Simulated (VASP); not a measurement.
# LiBiSe2 (R-3m) in VASP: a series of runs

The runs below take LiBiSe2 through single point, with r2SCAN, PBE.

Everything below comes from runs of VASP 6.6.1. Logs are shortened: lines on timing, memory, paths and dates and some standing lists are left out, and cuts for length are marked.

**1. The cell of the first run**

Symmetry: R-3m, No. 166, trigonal system. Conventional cell: a = 4.161 Å, b = 4.161 Å, c = 20.037 Å, α = 90.00°, β = 90.00°, γ = 120.00°. Li (site symmetry -3m) has 6 Se at 2.88 Å within 3.8 Å. Within 3.9 Å of Bi (site symmetry -3m) lie 6 Se at 2.98 Å. Within 3.8 Å of Se (site symmetry 3m) lie 3 Li at 2.88 Å and 3 Bi at 2.98 Å.

**2. Single point, r2SCAN (25.03 Å³/atom)**

The input, POSCAR:

```
LiBiSe2
1.0
    2.0803053912      1.2010648776      6.6788846194
   -2.0803053912      1.2010648776      6.6788846194
    0.0000000000     -2.4021297552      6.6788846194
Li Bi Se
1 1 2
Direct
    1.0000000000      0.0000000000      0.0000000000
    0.5000000000      0.5000000000      0.5000000000
    0.2543314314      0.2543314314      0.2543314314
    0.7456685686      0.7456685686      0.7456685686
```

The input, INCAR.step1:

```
ALGO = Normal ; EDIFF = 1E-4
ENCUT = 520 ; GGA = PE
ISMEAR = 0 ; LASPH = True
LCHARG = False ; LREAL = False
LWAVE = True ; NBANDS = 23
NELM = 100 ; PREC = Accurate
SIGMA = 0.01
```

The input, INCAR.step2:

```
ALGO = Normal ; EDIFF = 1E-6
ENCUT = 520 ; ISIF = 2
ISMEAR = 0 ; ISTART = 1
LASPH = True ; LCHARG = False
LMIXTAU = True ; LREAL = False
LWAVE = False ; METAGGA = R2SCAN
NBANDS = 23 ; NELM = 100
PREC = Accurate ; SIGMA = 0.01
```

The input, KPOINTS:

```
k-points
0
Gamma
  6 6 6
```

Potentials or basis: VASP PAW PBE potentials, release 64 (Li_sv, Bi_d, Se).

Command:

```console
$ cat potpaw_PBE.64/Li_sv/POTCAR potpaw_PBE.64/Bi_d/POTCAR potpaw_PBE.64/Se/POTCAR > POTCAR
$ cp INCAR.step1 INCAR
$ mpirun -np 1 vasp_std > vasp.out
$ cp INCAR.step2 INCAR
$ mpirun -np 1 vasp_std > vasp.out
```

OUTCAR:

```text
EDIFF = 1E-6
   ENCUT = 520
   ISIF = 2
   ISMEAR = 0
   ISTART = 1
   LASPH = True
   LREAL = False
   METAGGA = R2SCAN
   NELM = 100
   PREC = Accurate

 ion  position               nearest neighbor table
   1  0.000  0.000  0.000-
   2  0.500  0.500  0.500-   3 2.98   4 2.98   3 2.98   3 2.98   4 2.98   4 2.98
   3  0.254  0.254  0.254-   2 2.98   2 2.98   2 2.98
   4  0.746  0.746  0.746-   2 2.98   2 2.98   2 2.98

  LATTYP: Found a trigonal (rhomboedric) cell.
 ALAT       =     7.0977268981
 COS(alpha) =     0.8281911167

  Lattice vectors:

 A1 = (   2.0803053912,   1.2010648776,   6.6788846194)
 A2 = (  -2.0803053912,   1.2010648776,   6.6788846194)
 A3 = (   0.0000000000,  -2.4021297552,   6.6788846194)

Analysis of symmetry for initial positions (statically):
=====================================================================
 Subroutine PRICEL returns:
 Original cell was already a primitive cell.

 Routine SETGRP: Setting up the symmetry group for a
 trigonal (rhombohedral) supercell.

 Subroutine GETGRP returns: Found 12 space group operations
 (whereof 12 operations were pure point group operations)
 out of a pool of 12 trial point group operations.

The static configuration has the point symmetry D_3d.

Analysis of symmetry for dynamics (positions and initial velocities):
=====================================================================
 Subroutine PRICEL returns:
 Original cell was already a primitive cell.

 Routine SETGRP: Setting up the symmetry group for a
 trigonal (rhombohedral) supercell.

 Subroutine GETGRP returns: Found 12 space group operations
 (whereof 12 operations were pure point group operations)
 out of a pool of 12 trial point group operations.

The dynamic configuration has the point symmetry D_3d.

 Subroutine INISYM returns: Found 12 space group operations
 (whereof 12 operations are pure point group operations),
 and found     1 'primitive' translations

----------------------------------------------------------------------------------------

                                     Primitive cell

  volume of cell :     100.1264

  direct lattice vectors                    reciprocal lattice vectors
     2.080305391  1.201064878  6.678884619     0.240349327  0.138765748  0.049908533
    -2.080305391  1.201064878  6.678884619    -0.240349327  0.138765748  0.049908533
     0.000000000 -2.402129755  6.678884619     0.000000000 -0.277531497  0.049908533

  length of vectors
     7.097726898  7.097726898  7.097726898     0.281983321  0.281983321  0.281983321

  position of ions in fractional coordinates (direct lattice)
     0.000000000  0.000000000  0.000000000
     0.500000000  0.500000000  0.500000000
     0.254331431  0.254331431  0.254331431
     0.745668569  0.745668569  0.745668569

  ion indices of the primitive-cell ions
   primitive index   ion index
                 1           1
                 2           2
                 3           3
                 4           4

----------------------------------------------------------------------------------------

 KPOINTS: k-points

Automatic generation of k-mesh.
 Grid dimensions read from file:
 generate k-points for:    6    6    6

 Generating k-lattice:

  Cartesian coordinates                     Fractional coordinates (reciprocal lattice)
     0.040058221  0.023127625  0.008318089     0.166666667 -0.000000000 -0.000000000
    -0.040058221  0.023127625  0.008318089    -0.000000000  0.166666667 -0.000000000
     0.000000000 -0.046255249  0.008318089    -0.000000000 -0.000000000  0.166666667

  Length of vectors
     0.046997220  0.046997220  0.046997220

  Shift w.r.t. Gamma in fractional coordinates (k-lattice)
     0.000000000  0.000000000  0.000000000

 Subroutine IBZKPT returns following result:
 ===========================================

 Found     32 irreducible k-points:

 Following reciprocal coordinates:
            Coordinates               Weight
  0.000000  0.000000  0.000000      1.000000
  0.166667  0.000000 -0.000000      6.000000
  0.333333  0.000000  0.000000      6.000000
  0.500000  0.000000 -0.000000      3.000000
  0.166667  0.166667  0.000000      6.000000
  0.333333  0.166667 -0.000000     12.000000
[... 16 lines left out ...]
  0.500000  0.500000  0.166667      6.000000
 -0.333333  0.500000  0.166667     12.000000
 [... further k-points ...]
   k-points           NKPTS =     32   k-points in BZ     NKDIM =     32   number of bands    NBANDS=     23
   number of dos      NEDOS =    301   number of ions     NIONS =      4
   total plane-waves  NPLWV = 157464
   dimension x,y,z NGX =    54 NGY =   54 NGZ =   54
   dimension x,y,z NGXF=   108 NGYF=  108 NGZF=  108
   ions per type =               1   1   2
   NGX,Y,Z   is equivalent  to a cutoff of  12.65, 12.65, 12.65 a.u.
   NGXF,Y,Z  is equivalent  to a cutoff of  25.30, 25.30, 25.30 a.u.
 SYSTEM =  unknown system
   PREC   = accura    normal or accurate (medium, high low for compatibility)
   ISTART =      1    job   : 0-new  1-cont  2-samecut
   ICHARG =      0    charge: 1-file 2-atom 10-const
   ISPIN  =      1    spin polarized calculation?
   LNONCOLLINEAR =      F non collinear calculations
   LSORBIT =      F    spin-orbit coupling
   LASPH  =      T    aspherical Exc in radial PAW
   ENCUT  =  520.0 eV  38.22 Ry    6.18 a.u.  13.20 13.20 13.20*2*pi/ulx,y,z
   NELM   =    100;   NELMIN=  2; NELMDL=  0     # of ELM steps
   EDIFF  = 0.1E-05   stopping-criterion for ELM
   LREAL  =      F    real-space projection
   EDIFFG = 0.1E-04   stopping-criterion for IOM
   NSW    =      0    number of steps for IOM
   IBRION =     -1    ionic relax: 0-MD 1-quasi-New 2-CG
   NFREE  =      0    steps in history (QN), initial steepest desc. (CG)
   ISIF   =      2    stress and relaxation
   ISYM   =      2    0-nonsym 1-usesym 2-fastsym
   POTIM  = 0.5000    time-step for ionic-motion
   TEBEG  =    0.0;   TEEND  =   0.0 temperature during run
   PSTRESS=    0.0 pullay stress
   NELECT =      30.0000    total number of electrons
   NUPDOWN=      -1.0000    fix difference up-down
   EMIN   =  10.00;   EMAX   =-10.00  energy-range for DOS
   EFERMI =   0.00;   METHOD = LEGACY
   ISMEAR =     0;   SIGMA  =   0.01  broadening in eV -4-tet -1-fermi 0-gaus
   EFERMI_NEDOS =   21; number of points for ismear=-14 and -15
   IALGO  =     38    algorithm
   IMIX   =      4    mixing-type and parameters
     AMIX     =   0.40;   BMIX     =  1.00
     AMIX_MAG =   1.60;   BMIX_MAG =  1.00
  volume/ion in A,a.u.               =      25.03       168.92
  Fermi-wavevector in a.u.,A,eV,Ry     =   1.095466  2.070131 16.327621  1.200046
  Thomas-Fermi vector in A             =   2.231790
   LORBIT       =      0    0 simple, 1 ext, 2 COOP (PROOUT), +10 PAW based schemes
   METAGGA = R2SCAN    functional components
   LHFCALC =     F    Hartree Fock is set to
   AEXX    =    0.0000 exact exchange contribution
   IVDW    =     0    specifies the selected vdW correction
   LEPSILON=     F    determine dielectric tensor
   LRPA    =     F    only Hartree local field effects (RPA)
 non-spin polarized calculation
 Gauss-broadening in eV      SIGMA  =   0.01
  energy-cutoff  :      520.00
  volume of cell :      100.13
 maximum number of plane-waves:      2724
 NGX is ok and might be reduce to    54
   NGX = 27   NGY = 27   NGZ = 27

 number of electron      30.0000001 magnetization

 Free energy of the ion-electron system (eV)
  ---------------------------------------------------
  ext. energy  EPLUGINS =         0.00000000
  ---------------------------------------------------
  free energy    TOTEN  =       -92.78374468 eV

  energy without entropy =      -92.78374468  energy(sigma->0) =      -92.78374468

 E-fermi :   3.5837     XC(G=0):  -9.5849

 val. band max:        3.4616734705   @ k =   0.5000   0.5000   0.5000
 cond. band min:       4.8399662041   @ k =   0.5000   0.5000   0.5000
 fundamental gap:      1.3782927336
 Fermi energy:         3.5837348302

 k-point     1 :       0.0000    0.0000    0.0000
  band No.  band energies     occupation
      1     -44.0036      2.00000
      2     -20.1141      2.00000
      3     -20.1141      2.00000
      4     -20.1082      2.00000
      5     -20.0966      2.00000
      6     -20.0966      2.00000
[... 15 lines left out ...]
     22      11.3032      0.00000
     23      11.3312      0.00000

 k-point     2 :       0.1667    0.0000   -0.0000
  band No.  band energies     occupation
      1     -44.0035      2.00000
      2     -20.1171      2.00000
      3     -20.1080      2.00000
      4     -20.1044      2.00000
      5     -20.1004      2.00000
      6     -20.0972      2.00000
[... 15 lines left out ...]
     22      11.2706      0.00000
     23      11.4015      0.00000

 k-point     3 :       0.3333    0.0000    0.0000
  band No.  band energies     occupation
      1     -44.0034      2.00000
      2     -20.1257      2.00000
      3     -20.1075      2.00000
      4     -20.1012      2.00000
      5     -20.0949      2.00000
      6     -20.0929      2.00000
[... 15 lines left out ...]
     22      11.6154      0.00000
     23      11.8145      0.00000
[... 495 lines left out ...]
 k-point    23 :       0.5000    0.5000    0.1667
  band No.  band energies     occupation
      1     -44.0034      2.00000
      2     -20.1257      2.00000
      3     -20.1075      2.00000
      4     -20.1012      2.00000
      5     -20.0949      2.00000
      6     -20.0929      2.00000
[... 15 lines left out ...]
     22      12.2467      0.00000
     23      12.3651      0.00000

 k-point    24 :      -0.3333    0.5000    0.1667
  band No.  band energies     occupation
      1     -44.0034      2.00000
      2     -20.1241      2.00000
      3     -20.1065      2.00000
      4     -20.1052      2.00000
      5     -20.0950      2.00000
      6     -20.0890      2.00000
[... 15 lines left out ...]
     22      11.8699      0.00000
     23      12.4292      0.00000

 [... further k-points ...]

------------------------ aborting loop because EDIFF is reached ----------------------------------------

  FORCE on cell =-STRESS in cart. coord.  units (eV):
  Direction    XX          YY          ZZ          XY          YZ          ZX
  --------------------------------------------------------------------------------------
  -------------------------------------------------------------------------------------
  Total       -1.0794618     -1.0794618     -1.0401672      0.0000000     -0.0000000      0.0000000
  in kB      -17.2730537    -17.2730537    -16.6442792      0.0000000     -0.0000000      0.0000000
  external PRESSURE =     -17.0634622 kB  Pullay stress =       0.0000000 kB

 VOLUME and BASIS-vectors are now :
 -----------------------------------------------------------------------------
  energy-cutoff  :      520.00
  volume of cell :      100.13
      direct lattice vectors                 reciprocal lattice vectors
     2.080305391  1.201064878  6.678884619     0.240349327  0.138765748  0.049908533
    -2.080305391  1.201064878  6.678884619    -0.240349327  0.138765748  0.049908533
     0.000000000 -2.402129755  6.678884619     0.000000000 -0.277531497  0.049908533

 POSITION                                       TOTAL-FORCE (eV/Angst)
 -----------------------------------------------------------------------------------
      0.00000      0.00000      0.00000        -0.000000      0.000000      0.000000
      0.00000      0.00000     10.01833         0.000000     -0.000000      0.000000
      0.00000      0.00000      5.09595        -0.000000      0.000000     -0.138799
      0.00000      0.00000     14.94070        -0.000000      0.000000      0.138799
 -----------------------------------------------------------------------------------
    total drift:                               -0.000000     -0.000000      0.000000

  FREE ENERGIE OF THE ION-ELECTRON SYSTEM (eV)
  ---------------------------------------------------
  free  energy   TOTEN  =       -92.7837446775 eV

  energy  without entropy=      -92.7837446775  energy(sigma->0) =      -92.78374468
```

It took 11 min on 1 thread of Intel Xeon 6975P-C (Granite Rapids), shared host; peak memory 0.43 GiB.

Results:

```
Free energy            : -92.7837 eV
Largest force          : 0.139 eV/Å
Band gap on the k mesh : 1.38 eV
```

Forces on the atoms (eV/Å):
```
Li   0.000  0.000  0.000
Bi   0.000  0.000  0.000
Se   0.000  0.000 -0.139
Se   0.000  0.000  0.139
```

Caveat: the cutoff is under 1.25 times the usual one of these potentials, so pressure, stress and relaxed cells hold a basis-set (Pulay) error; the PAW data sets were made with another functional, which shifts forces and pressure a little; spin-orbit coupling is left out, which moves the levels of the heavy elements.

**3. Single point, r2SCAN (25.76 Å³/atom)**

This run uses another cell than the first one, of 25.76 Å³/atom.

The input, POSCAR:

```
LiBiSe2
1.0
    2.1003095548      1.2126142868      6.7431086036
   -2.1003095548      1.2126142868      6.7431086036
    0.0000000000     -2.4252285737      6.7431086036
Li Bi Se
1 1 2
Direct
    1.0000000000      0.0000000000      0.0000000000
    0.5000000000      0.5000000000      0.5000000000
    0.2543314314      0.2543314314      0.2543314314
    0.7456685686      0.7456685686      0.7456685686
```

The input, INCAR.step1:

```
ALGO = Normal
EDIFF = 1E-4
ENCUT = 520
GGA = PE
ISMEAR = 0
LASPH = True
LCHARG = False
LREAL = False
LWAVE = True
NBANDS = 23
NELM = 100
PREC = Accurate
SIGMA = 0.01
```

The input, INCAR.step2:

```
ALGO = Normal
EDIFF = 1E-7
ENCUT = 520
ISIF = 2
ISMEAR = 0
ISTART = 1
LASPH = True
LCHARG = False
LMIXTAU = True
LREAL = False
LWAVE = False
METAGGA = R2SCAN
NBANDS = 23
NELM = 100
PREC = Accurate
SIGMA = 0.01
```

KPOINTS is that of step 2.

Potentials or basis: VASP PAW PBE potentials, release 64 (Li_sv, Bi_d, Se).

Command:

```console
$ cat potpaw_PBE.64/Li_sv/POTCAR potpaw_PBE.64/Bi_d/POTCAR potpaw_PBE.64/Se/POTCAR > POTCAR
$ cp INCAR.step1 INCAR
$ mpirun -np 1 vasp_std > vasp.out
$ cp INCAR.step2 INCAR
$ mpirun -np 1 vasp_std > vasp.out
```

Run time: 17 min. Hardware: 1 thread of Intel Xeon 6975P-C (Granite Rapids), shared host; peak memory 0.44 GiB.

The run converged. Its results:

| Item | Value |
| --- | --- |
| Free energy | -92.7405 eV |
| Largest force | 0.290 eV/Å |
| Band gap on the k mesh | 1.36 eV |

Forces on the atoms (eV/Å):
```
Li   0.000  0.000  0.000
Bi   0.000  0.000  0.000
Se   0.000  0.000 -0.290
Se   0.000  0.000  0.290
```

Levels at points of the mesh, in eV from the valence-band top:
```tsv
k point	band 11	band 12	band 13	band 14	band 15	band 16	band 17	band 18	band 19	band 20
(0.00, 0.00, 0.00)	-1.22	-1.22	-1.18	-0.86	-0.86	1.71	2.39	2.39	6.21	7.77
(0.50, 0.00, 0.00)	-3.09	-2.49	-2.24	-1.35	-0.94	2.28	3.61	4.02	5.74	7.69
(0.50, 0.50, 0.00)	-2.74	-2.66	-1.88	-0.81	-0.77	1.95	2.84	3.19	4.82	7.61
(0.50, 0.50, 0.50)	-1.37	-1.37	-0.71	-0.71	0.00	1.36	2.52	2.52	5.66	7.25
```

Caveat: the cutoff is under 1.25 times the usual one of these potentials, so pressure, stress and relaxed cells hold a basis-set (Pulay) error; the PAW data sets were made with another functional, which shifts forces and pressure a little; spin-orbit coupling is left out, which moves the levels of the heavy elements. A k mesh can miss the band edges.

**4. Single point, PBE**

This run uses another cell than the first one, of 24.30 Å³/atom.

The input, INCAR:

```
ALGO = Normal
EDIFF = 1E-6
ENCUT = 520
GGA = PE
ISIF = 2
ISMEAR = 0
LASPH = True
LCHARG = False
LREAL = False
LWAVE = False
NBANDS = 23
NELM = 100
PREC = Accurate
SIGMA = 0.01
```

The input, KPOINTS:

```
k-points
0
Gamma
  8 8 8
```

The input, POSCAR:

```
LiBiSe2
1.0
    2.0599089268      1.1892889734      6.6134011414
   -2.0599089268      1.1892889734      6.6134011414
    0.0000000000     -2.3785779468      6.6134011414
Li Bi Se
1 1 2
Direct
    1.0000000000      0.0000000000      0.0000000000
    0.5000000000      0.5000000000      0.5000000000
    0.2543314314      0.2543314314      0.2543314314
    0.7456685686      0.7456685686      0.7456685686
```

Command:

```console
$ cat potpaw_PBE.64/Li_sv/POTCAR potpaw_PBE.64/Bi_d/POTCAR potpaw_PBE.64/Se/POTCAR > POTCAR
$ mpirun -np 1 vasp_std > vasp.out
```

It took 4.4 min on 1 thread of Intel Xeon 6975P-C (Granite Rapids), shared host; peak memory 0.48 GiB.

It converged, with:

| Item | Value |
| --- | --- |
| Free energy | -15.7032 eV |
| Largest force | 0.153 eV/Å |
| Band gap on the k mesh | 1.05 eV |

Forces on the atoms (eV/Å):
```
Li   0.000  0.000  0.000
Bi   0.000  0.000  0.000
Se   0.000  0.000  0.153
Se   0.000  0.000 -0.153
```

Levels at points of the mesh, in eV from the valence-band top:
| k point | band 13 | band 14 | band 15 | band 16 | band 17 | band 18 |
| --- | --- | --- | --- | --- | --- | --- |
| (0.00, 0.00, 0.00) | -1.22 | -0.90 | -0.90 | 1.38 | 2.22 | 2.22 |
| (0.50, 0.00, 0.00) | -2.41 | -1.44 | -1.03 | 1.97 | 3.54 | 3.89 |
| (0.50, 0.50, 0.00) | -2.03 | -0.84 | -0.80 | 1.59 | 2.63 | 2.96 |
| (0.50, 0.50, 0.50) | -0.74 | -0.74 | 0.00 | 1.05 | 2.38 | 2.38 |

Caveat: the cutoff is under 1.25 times the usual one of these potentials, so pressure, stress and relaxed cells hold a basis-set (Pulay) error; spin-orbit coupling is left out, which moves the levels of the heavy elements.

**5. Summary**

| level | cell | k mesh | gap on the mesh (eV) | largest force (eV/Å) |
| --- | --- | --- | --- | --- |
| r2SCAN | a = 7.098 Å, angles 34.1°, 4 atoms | 6 × 6 × 6 | 1.38 | 0.14 |
| r2SCAN | a = 7.166 Å, angles 34.1°, 4 atoms | 6 × 6 × 6 | 1.36 | 0.29 |
| PBE | a = 7.028 Å, angles 34.1°, 4 atoms | 8 × 8 × 8 | 1.05 | 0.15 |

Alike in all rows: task single point; potentials or basis VASP PAW PBE potentials, release 64 (Li_sv, Bi_d, Se); no spin polarisation; cutoff (eV) 520; smearing gaussian 0.01 eV.

Caveats: the cutoff is under 1.25 times the usual one of these potentials, so pressure, stress and relaxed cells hold a basis-set (Pulay) error; spin-orbit coupling is left out, which moves the levels of the heavy elements; the PAW data sets were made with another functional, which shifts forces and pressure a little (at least some runs).

Absolute energies hang on the potentials; compare differences alone.
